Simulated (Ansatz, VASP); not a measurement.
This is a calculation of Ta2N for VASP 6.6.1.

Contents of INCAR:

```
PREC = Accurate ; ENCUT = 520
EDIFF = 1E-6 ; ISMEAR = -1
SIGMA = 0.05 ; LREAL = False
LASPH = True ; NELM = 80
ALGO = Normal ; ISIF = 2
LWAVE = False ; LCHARG = False
GGA = PE ; NBANDS = 20
```

KPOINTS

```
Automatic mesh
0
Gamma
  10 10 6
```

POSCAR

```
Ta2N
1.0
    3.0707906527      0.0000000000      0.0000000000
   -1.5353953264      2.6593827149      0.0000000000
    0.0000000000      0.0000000000      4.8040242697
Ta N
2 1
Direct
    0.3333333333      0.6666666667      0.2547110000
    0.6666666667      0.3333333333      0.7452890000
    0.0000000000      0.0000000000      0.0000000000
```

Potentials or basis: VASP PAW PBE potentials, release 64 (Ta_pv, N).

Launch:

```bash
$ cat potpaw_PBE.64/Ta_pv/POTCAR potpaw_PBE.64/N/POTCAR > POTCAR
$ mpirun -np 1 vasp_std > vasp.out
```

Translate it to Ansatz 0.2.0. Potentials there: all-electron LAPW, scalar-relativistic.

As run (the cutoff follows the program's own potentials):

File input.yaml:

```yaml
crystal:
  lattice:
    - [3.0707906527, 0.0, 0.0]
    - [-1.5353953264, 2.6593827149, 0.0]
    - [0.0, 0.0, 4.8040242697]
  atoms:
    - { symbol: Ta, position: [0.3333333333, 0.6666666667, 0.254711] }
    - { symbol: Ta, position: [0.6666666667, 0.3333333333, 0.745289] }
    - { symbol: "N", position: [0.0, 0.0, 0.0] }
kpoints:
  mp_grid: { grid: [10, 10, 6] }
scf:
  occupations: { method: fermi_dirac, width: 0.05 }
hamiltonian:
  xc: pbe
  pseudopotentials: { kind: all_electron, lapw: { basis_error: 0.001 } }
output:
  forces: true
  stress: true
  eigenvalues: true
```

Potentials or basis: all-electron LAPW, scalar-relativistic.

Command:

```bash
$ ansatz run input.yaml --threads 2 --pin off --max-ram 5120MiB --backend cpu --events-out ev --progress --plain --runs-dir out
```

Both were run:

|  | VASP | Ansatz | Ansatz less VASP |
| --- | --- | --- | --- |
| gap on the k mesh at the Fermi level (eV) | none | none | - |
| pressure (GPa) | 11.6 | 11.0 | -0.55 |
| traceless stress, the component that is largest in VASP (GPa) | 1.01 | 1.01 | +0.005 |
| rms of the force components (eV/Å) | 0.130 | 0.106 | -0.0239 |

Atom by atom the forces differ by 0.024 eV/Å (rms over components). A gap of «none» marks a metal or a gap that the smearing closes. Ansatz ran all-electron here, and VASP with PAW potentials.

Neither program's run includes spin-orbit coupling.
